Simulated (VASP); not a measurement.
# CdSe (P6_3mc) in VASP: further runs, part 2 of 2

VASP 6.6.1.

### 4 Single point, r2SCAN

This run uses another cell than the first one, of 28.86 Å³/atom.

Contents of POSCAR:

```
CdSe
1.0
    4.3392846264      0.0000000000      0.0000000000
   -2.1696423132      3.7579307207      0.0000000000
    0.0000000000      0.0000000000     14.1586988642
Cd Se
4 4
Direct
    0.0000000000      0.0000000000     -0.0002015640
    0.3333333333      0.6666666667      0.2499621337
    0.0000000000      0.0000000000      0.4997984360
    0.6666666667      0.3333333333      0.7499621337
    0.0000000000      0.0000000000      0.1874999893
    0.3333333333      0.6666666667      0.4377394409
    0.0000000000      0.0000000000      0.6874999893
    0.6666666667      0.3333333333      0.9377394409
```

Contents of INCAR.step1:

```
SYSTEM = CdSe
ALGO = Normal
EDIFF = 1E-4
ENCUT = 520
GGA = PE
ISMEAR = 0
LASPH = .True.
LCHARG = .False.
LREAL = .False.
LWAVE = .True.
NBANDS = 46
NELM = 100
PREC = Accurate
SIGMA = 0.01
```

Contents of INCAR.step2:

```
SYSTEM = CdSe
ALGO = Normal
EDIFF = 1E-6
ENCUT = 520
ISIF = 2
ISMEAR = 0
ISTART = 1
LASPH = .True.
LCHARG = .False.
LMIXTAU = .True.
LREAL = .False.
LWAVE = .False.
METAGGA = R2SCAN
NBANDS = 46
NELM = 100
PREC = Accurate
SIGMA = 0.01
```

Contents of KPOINTS:

```
k-points
0
Gamma
  6 6 2
  0 0 0
```

Potentials or basis: VASP PAW PBE potentials, release 64 (Cd, Se).

Run with:

```console
$ cat potpaw_PBE.64/Cd/POTCAR potpaw_PBE.64/Se/POTCAR > POTCAR
$ cp INCAR.step1 INCAR
$ mpirun -np 1 vasp_std > vasp.out
$ cp INCAR.step2 INCAR
$ mpirun -np 1 vasp_std > vasp.out
```

OUTCAR:

```text
SYSTEM = CdSe
   EDIFF = 1E-6
   ENCUT = 520
   ISIF = 2
   ISMEAR = 0
   ISTART = 1
   LASPH = .True.
   LREAL = .False.
   METAGGA = R2SCAN
   NELM = 100
   PREC = Accurate

 ion  position               nearest neighbor table
   1  0.000  0.000  1.000-   8 2.65   8 2.65   8 2.65   5 2.66
   2  0.333  0.667  0.250-   5 2.66   5 2.66   5 2.66   6 2.66
   3  0.000  0.000  0.500-   6 2.65   6 2.65   6 2.65   7 2.66
   4  0.667  0.333  0.750-   7 2.66   7 2.66   7 2.66   8 2.66
   5  0.000  0.000  0.187-   2 2.66   2 2.66   2 2.66   1 2.66
   6  0.333  0.667  0.438-   3 2.65   3 2.65   3 2.65   2 2.66
   7  0.000  0.000  0.687-   4 2.66   4 2.66   4 2.66   3 2.66
   8  0.667  0.333  0.938-   1 2.65   1 2.65   1 2.65   4 2.66

  LATTYP: Found a hexagonal cell.
 ALAT       =     4.3392846264
 C/A-ratio  =     3.2629108443

  Lattice vectors:

 A1 = (   4.3392846264,   0.0000000000,   0.0000000000)
 A2 = (  -2.1696423132,   3.7579307207,   0.0000000000)
 A3 = (   0.0000000000,   0.0000000000,  14.1586988642)

Analysis of symmetry for initial positions (statically):
[... 184 lines left out ...]
  band No.  band energies     occupation
      1     -12.4321      2.00000
      2     -12.2531      2.00000
      3     -12.2509      2.00000
      4     -12.0718      2.00000
      5      -7.6371      2.00000
      6      -7.6342      2.00000
[... 675 lines left out ...]
     45       7.3339      0.00000
     46       7.3339      0.00000

------------------------ aborting loop because EDIFF is reached ----------------------------------------

  FORCE on cell =-STRESS in cart. coord.  units (eV):
  Direction    XX          YY          ZZ          XY          YZ          ZX
  --------------------------------------------------------------------------------------
  -------------------------------------------------------------------------------------
  Total        0.3337874      0.3337874      0.3409437      0.0000000      0.0000000      0.0000000
  in kB        2.3162757      2.3162757      2.3659361      0.0000000      0.0000000      0.0000000
  external PRESSURE =       2.3328292 kB  Pullay stress =       0.0000000 kB

 VOLUME and BASIS-vectors are now :
 -----------------------------------------------------------------------------
  energy-cutoff  :      520.00
  volume of cell :      230.88
      direct lattice vectors                 reciprocal lattice vectors
     4.339284626  0.000000000  0.000000000     0.230452733  0.133051947  0.000000000
    -2.169642313  3.757930721  0.000000000     0.000000000  0.266103894  0.000000000
     0.000000000  0.000000000 14.158698864     0.000000000  0.000000000  0.070627959

 POSITION                                       TOTAL-FORCE (eV/Angst)
 -----------------------------------------------------------------------------------
      0.00000      0.00000     14.15584        -0.000000      0.000000      0.000731
     -0.00000      2.50529      3.53914         0.000000     -0.000000     -0.000624
      0.00000      0.00000      7.07650        -0.000000     -0.000000      0.000731
      2.16964      1.25264     10.61849        -0.000000      0.000000     -0.000624
      0.00000      0.00000      2.65476         0.000000     -0.000000     -0.000339
     -0.00000      2.50529      6.19782         0.000000     -0.000000      0.000232
      0.00000      0.00000      9.73411         0.000000      0.000000     -0.000339
      2.16964      1.25264     13.27717         0.000000      0.000000      0.000232
 -----------------------------------------------------------------------------------
    total drift:                               -0.000000     -0.000001     -0.007174

  FREE ENERGIE OF THE ION-ELECTRON SYSTEM (eV)
  ---------------------------------------------------
  free  energy   TOTEN  =      -143.6587214812 eV

  energy  without entropy=     -143.6587214812  energy(sigma->0) =     -143.65872148
```

OUTCAR.step1:

```text
SYSTEM = CdSe
   EDIFF = 1E-4
   ENCUT = 520
   GGA = PE
   ISMEAR = 0
   LASPH = .True.
   LREAL = .False.
   NELM = 100
[... 918 lines left out ...]
     -0.00000      2.50529      6.19782         0.000000      0.000000      0.001235
      0.00000      0.00000      9.73411        -0.000000     -0.000000     -0.003774
      2.16964      1.25264     13.27717        -0.000000     -0.000000      0.001235
 -----------------------------------------------------------------------------------
    total drift:                               -0.000000     -0.000001     -0.000021

  FREE ENERGIE OF THE ION-ELECTRON SYSTEM (eV)
  ---------------------------------------------------
  free  energy   TOTEN  =       -21.9424106699 eV

  energy  without entropy=      -21.9424106699  energy(sigma->0) =      -21.94241067
```

OSZICAR.step1:

```text
N       E                     dE             d eps       ncg     rms          rms(c)
DAV:   1     0.509064281390E+03    0.50906E+03   -0.34053E+04  1288   0.141E+03
DAV:   2     0.953175518644E+01   -0.49953E+03   -0.48579E+03  1434   0.347E+02
DAV:   3    -0.230534196732E+02   -0.32585E+02   -0.32362E+02  1496   0.860E+01
DAV:   4    -0.234580866666E+02   -0.40467E+00   -0.40415E+00  1470   0.886E+00
DAV:   5    -0.234615299367E+02   -0.34433E-02   -0.34428E-02  1482   0.778E-01    0.118E+01
DAV:   6    -0.220059476191E+02    0.14556E+01   -0.29942E+00  1526   0.121E+01    0.932E+00
DAV:   7    -0.219582008844E+02    0.47747E-01   -0.13795E+00  1432   0.447E+00    0.290E+00
DAV:   8    -0.219412873907E+02    0.16913E-01   -0.17768E-01  1384   0.304E+00    0.610E-01
DAV:   9    -0.219420329568E+02   -0.74557E-03   -0.22268E-02  1438   0.123E+00    0.239E-01
DAV:  10    -0.219421699497E+02   -0.13699E-03   -0.21855E-03  1418   0.403E-01    0.974E-02
DAV:  11    -0.219423732901E+02   -0.20334E-03   -0.34783E-04  1108   0.853E-02    0.397E-02
DAV:  12    -0.219424106699E+02   -0.37380E-04   -0.62547E-05   940   0.525E-02
   1 F= -.21942411E+02 E0= -.21942411E+02  d E =-.434988E-14
```

Wall time 19 min (1 thread of Intel Xeon 8259CL, shared host); peak memory 0.43 GiB.

What came out:

```
Free energy            : -143.6587 eV
Pressure               : 0.2 GPa
Band gap on the k mesh : 1.06 eV
```

Levels at points of the mesh, in eV from the valence-band top:
```tsv
k point	band 33	band 34	band 35	band 36	band 37	band 38	band 39	band 40
(0.00, 0.00, 0.00)	-0.38	-0.02	0.00	0.00	1.06	2.65	2.73	2.83
(0.50, 0.00, 0.00)	-1.30	-1.29	-0.89	-0.73	2.97	3.24	3.78	4.13
(0.00, 0.00, 0.50)	-0.12	-0.12	-0.12	-0.12	2.00	2.00	2.79	2.79
(0.50, 0.00, 0.50)	-1.20	-1.20	-0.91	-0.91	3.39	3.39	3.81	3.81
```

Caveat: the PAW data sets were made with another functional, which shifts forces and pressure a little.

### 5 Single point, r2SCAN (29.73 Å³/atom)

This run uses another cell than the first one, of 29.73 Å³/atom.

Edit POSCAR of step 4 so:

```diff
@@ -2,5 +2,5 @@
 1.0
-    4.3392846264      0.0000000000      0.0000000000
-   -2.1696423132      3.7579307207      0.0000000000
-    0.0000000000      0.0000000000     14.1586988642
+    4.3822506348      0.0000000000      0.0000000000
+   -2.1911253174      3.7951403755      0.0000000000
+    0.0000000000      0.0000000000     14.2988931190
 Cd Se
```

Contents of INCAR.step1:

```
  PREC = Accurate
  ENCUT = 520
  ISMEAR = 0
  SIGMA = 0.01
  LREAL = F
  LASPH = T
  NELM = 60
  NBANDS = 46
  GGA = PE
  ALGO = Normal
  EDIFF = 1E-4
  LWAVE = T
  LCHARG = F
```

Contents of INCAR.step2:

```
  PREC = Accurate
  ENCUT = 520
  EDIFF = 1E-6
  ISMEAR = 0
  SIGMA = 0.01
  LREAL = F
  LASPH = T
  NELM = 60
  ALGO = Normal
  ISIF = 2
  LWAVE = F
  LCHARG = F
  METAGGA = R2SCAN
  LMIXTAU = T
  NBANDS = 46
  ISTART = 1
```

Contents of KPOINTS:

```
regular mesh
0
Gamma
  6 6 2
```

Potentials or basis: VASP PAW PBE potentials, release 64 (Cd, Se).

Run with:

```console
$ cat potpaw_PBE.64/Cd/POTCAR potpaw_PBE.64/Se/POTCAR > POTCAR
$ cp INCAR.step1 INCAR
$ mpirun -np 1 vasp_std > vasp.out
$ cp INCAR.step2 INCAR
$ mpirun -np 1 vasp_std > vasp.out
```

OUTCAR:

```text
PREC = Accurate
   ENCUT = 520
   EDIFF = 1E-6
   ISMEAR = 0
   LREAL = F
   LASPH = T
   NELM = 60
   ISIF = 2
   METAGGA = R2SCAN
   ISTART = 1

 ion  position               nearest neighbor table
   1  0.000  0.000  1.000-   8 2.68   8 2.68   8 2.68   5 2.68
   2  0.333  0.667  0.250-   5 2.68   5 2.68   5 2.68   6 2.69
   3  0.000  0.000  0.500-   6 2.68   6 2.68   6 2.68   7 2.68
   4  0.667  0.333  0.750-   7 2.68   7 2.68   7 2.68   8 2.69
   5  0.000  0.000  0.187-   2 2.68   2 2.68   2 2.68   1 2.68
   6  0.333  0.667  0.438-   3 2.68   3 2.68   3 2.68   2 2.69
   7  0.000  0.000  0.687-   4 2.68   4 2.68   4 2.68   3 2.68
   8  0.667  0.333  0.938-   1 2.68   1 2.68   1 2.68   4 2.69

  LATTYP: Found a hexagonal cell.
 ALAT       =     4.3822506348
 C/A-ratio  =     3.2629108444

  Lattice vectors:

 A1 = (   4.3822506348,   0.0000000000,   0.0000000000)
 A2 = (  -2.1911253174,   3.7951403755,   0.0000000000)
 A3 = (   0.0000000000,   0.0000000000,  14.2988931190)

Analysis of symmetry for initial positions (statically):
[... 183 lines left out ...]

 k-point     1 :       0.0000    0.0000    0.0000
  band No.  band energies     occupation
      1     -12.4952      2.00000
      2     -12.3285      2.00000
      3     -12.3264      2.00000
      4     -12.1598      2.00000
      5      -7.7761      2.00000
      6      -7.7734      2.00000
[... 675 lines left out ...]
     45       7.0367      0.00000
     46       7.0367      0.00000

------------------------ aborting loop because EDIFF is reached ----------------------------------------

  FORCE on cell =-STRESS in cart. coord.  units (eV):
  Direction    XX          YY          ZZ          XY          YZ          ZX
  --------------------------------------------------------------------------------------
  -------------------------------------------------------------------------------------
  Total       -1.8112913     -1.8112913     -1.8133145      0.0000000      0.0000000      0.0000000
  in kB      -12.2031346    -12.2031346    -12.2167654      0.0000000      0.0000000      0.0000000
  external PRESSURE =     -12.2076782 kB  Pullay stress =       0.0000000 kB

 VOLUME and BASIS-vectors are now :
 -----------------------------------------------------------------------------
  energy-cutoff  :      520.00
  volume of cell :      237.81
      direct lattice vectors                 reciprocal lattice vectors
     4.382250635  0.000000000  0.000000000     0.228193247  0.131747432  0.000000000
    -2.191125317  3.795140375  0.000000000     0.000000000  0.263494865  0.000000000
     0.000000000  0.000000000 14.298893119     0.000000000  0.000000000  0.069935483

 POSITION                                       TOTAL-FORCE (eV/Angst)
 -----------------------------------------------------------------------------------
      0.00000      0.00000     14.29601        -0.000000      0.000000     -0.001538
     -0.00000      2.53009      3.57418        -0.000000      0.000000     -0.000692
      0.00000      0.00000      7.14656         0.000000      0.000000     -0.001538
      2.19113      1.26505     10.72363         0.000000     -0.000000     -0.000692
      0.00000      0.00000      2.68104        -0.000000      0.000000      0.001544
     -0.00000      2.53009      6.25919         0.000000      0.000000      0.000686
      0.00000      0.00000      9.83049         0.000000     -0.000000      0.001544
      2.19113      1.26505     13.40864        -0.000000     -0.000000      0.000686
 -----------------------------------------------------------------------------------
    total drift:                               -0.000000     -0.000000     -0.005925

  FREE ENERGIE OF THE ION-ELECTRON SYSTEM (eV)
  ---------------------------------------------------
  free  energy   TOTEN  =      -143.6369002632 eV

  energy  without entropy=     -143.6369002632  energy(sigma->0) =     -143.63690026
```

OSZICAR.step1:

```text
N       E                     dE             d eps       ncg     rms          rms(c)
DAV:   1     0.500399774776E+03    0.50040E+03   -0.33889E+04  1288   0.140E+03
DAV:   2     0.915956052356E+01   -0.49124E+03   -0.47760E+03  1420   0.342E+02
DAV:   3    -0.231269019798E+02   -0.32286E+02   -0.32088E+02  1490   0.849E+01
DAV:   4    -0.235230856741E+02   -0.39618E+00   -0.39566E+00  1454   0.880E+00
DAV:   5    -0.235267781035E+02   -0.36924E-02   -0.36920E-02  1488   0.796E-01    0.111E+01
DAV:   6    -0.220459844922E+02    0.14808E+01   -0.30609E+00  1540   0.119E+01    0.886E+00
DAV:   7    -0.219945282110E+02    0.51456E-01   -0.12562E+00  1402   0.422E+00    0.309E+00
DAV:   8    -0.219843450202E+02    0.10183E-01   -0.14472E-01  1414   0.274E+00    0.554E-01
DAV:   9    -0.219848823733E+02   -0.53735E-03   -0.19244E-02  1414   0.116E+00    0.202E-01
DAV:  10    -0.219850599783E+02   -0.17760E-03   -0.18258E-03  1430   0.371E-01    0.977E-02
DAV:  11    -0.219853142363E+02   -0.25426E-03   -0.46743E-04  1190   0.993E-02    0.394E-02
DAV:  12    -0.219853130611E+02    0.11752E-05   -0.10165E-04   860   0.840E-02
   1 F= -.21985313E+02 E0= -.21985313E+02  d E =-.590712E-28
```

It took 26 min on 1 thread of Intel Xeon 8259CL, shared host; peak memory 0.47 GiB.

What came out:

* Free energy: -143.6369 eV
* Pressure: -1.2 GPa
* Band gap on the k mesh: 0.99 eV

Levels at points of the mesh, in eV from the valence-band top:
```
           k point  band 34  band 35  band 36  band 37  band 38  band 39
(0.00, 0.00, 0.00)    -0.02     0.00     0.00     0.99     2.59     2.69
(0.50, 0.00, 0.00)    -1.22    -0.84    -0.69     2.93     3.23     3.77
(0.00, 0.00, 0.50)    -0.11    -0.11    -0.11     1.93     1.93     2.74
(0.50, 0.00, 0.50)    -1.14    -0.86    -0.86     3.34     3.34     3.80
```

Caveat: the PAW data sets were made with another functional, which shifts forces and pressure a little.

### 6 Single point, r2SCAN

This run uses another cell than the first one, of 28.86 Å³/atom.

Edit POSCAR of step 5 so:

```diff
@@ -2,5 +2,5 @@
 1.0
-    4.3822506348      0.0000000000      0.0000000000
-   -2.1911253174      3.7951403755      0.0000000000
-    0.0000000000      0.0000000000     14.2988931190
+    4.3392846264      0.0000000000      0.0000000000
+   -2.1696423132      3.7579307207      0.0000000000
+    0.0000000000      0.0000000000     14.1586988642
 Cd Se
```

Contents of INCAR.step1:

```
SYSTEM = CdSe
PREC = Accurate
ENCUT = 520
ISMEAR = 0
SIGMA = 0.01
LREAL = .False.
LASPH = .True.
NELM = 100
NBANDS = 46
GGA = PE
ALGO = Normal
EDIFF = 1E-4
LWAVE = .True.
LCHARG = .False.
```

Contents of INCAR.step2:

```
SYSTEM = CdSe
PREC = Accurate
ENCUT = 520
EDIFF = 1E-6
ISMEAR = 0
SIGMA = 0.01
LREAL = .False.
LASPH = .True.
NELM = 100
ALGO = Normal
ISIF = 2
LWAVE = .False.
LCHARG = .False.
METAGGA = R2SCAN
LMIXTAU = .True.
NBANDS = 46
ISTART = 1
```

Contents of KPOINTS:

```
Automatic mesh
0
Gamma
  12 12 2
  0 0 0
```

Potentials or basis: VASP PAW PBE potentials, release 64 (Cd, Se).

Run with:

```console
$ cat potpaw_PBE.64/Cd/POTCAR potpaw_PBE.64/Se/POTCAR > POTCAR
$ cp INCAR.step1 INCAR
$ mpirun -np 1 vasp_std > vasp.out
$ cp INCAR.step2 INCAR
$ mpirun -np 1 vasp_std > vasp.out
```

Wall time 34 min (1 thread of Intel Xeon 8259CL, shared host); peak memory 0.56 GiB.

It converged, with:

```
Free energy            : -143.6652 eV
Pressure               : 0.2 GPa
Band gap on the k mesh : 1.06 eV
```

Levels at points of the mesh, in eV from the valence-band top:
```csv
k point,band 33,band 34,band 35,band 36,band 37,band 38,band 39,band 40
"(0.00, 0.00, 0.00)",-0.38,-0.02,0.00,0.00,1.06,2.66,2.73,2.83
"(0.50, 0.00, 0.00)",-1.30,-1.29,-0.89,-0.73,2.97,3.24,3.78,4.13
"(0.00, 0.00, 0.50)",-0.12,-0.12,-0.12,-0.12,2.00,2.00,2.79,2.79
"(0.50, 0.00, 0.50)",-1.20,-1.20,-0.91,-0.91,3.39,3.39,3.81,3.81
```

Caveat: the PAW data sets were made with another functional, which shifts forces and pressure a little.

### 7 Overview

| cell | k mesh | gap on the mesh (eV) | pressure (GPa) |
| --- | --- | --- | --- |
| a = 4.251, b = 4.251, c = 13.870 Å, angles 90.0, 90.0, 120.0°, 8 atoms | 6 × 6 × 2 | 1.20 | 4.0 |
| a = 4.295, b = 4.295, c = 14.016 Å, angles 90.0, 90.0, 120.0°, 8 atoms | 6 × 6 × 2 | 1.13 | 2.0 |
| a = 4.339, b = 4.339, c = 14.159 Å, angles 90.0, 90.0, 120.0°, 8 atoms | 6 × 6 × 2 | 1.06 | 0.2 |
| a = 4.382, b = 4.382, c = 14.299 Å, angles 90.0, 90.0, 120.0°, 8 atoms | 6 × 6 × 2 | 0.99 | -1.2 |
| a = 4.339, b = 4.339, c = 14.159 Å, angles 90.0, 90.0, 120.0°, 8 atoms | 12 × 12 × 2 | 1.06 | 0.2 |

Alike in all rows: task single point; level r2SCAN; potentials or basis VASP PAW PBE potentials, release 64 (Cd, Se); no spin polarisation; cutoff (eV) 520; smearing gaussian 0.01 eV.

Caveats: the PAW data sets were made with another functional, which shifts forces and pressure a little; the cell stands under pressure (at least some runs).

Total energies depend on the potentials used, so only differences within one code and one set of settings carry meaning.
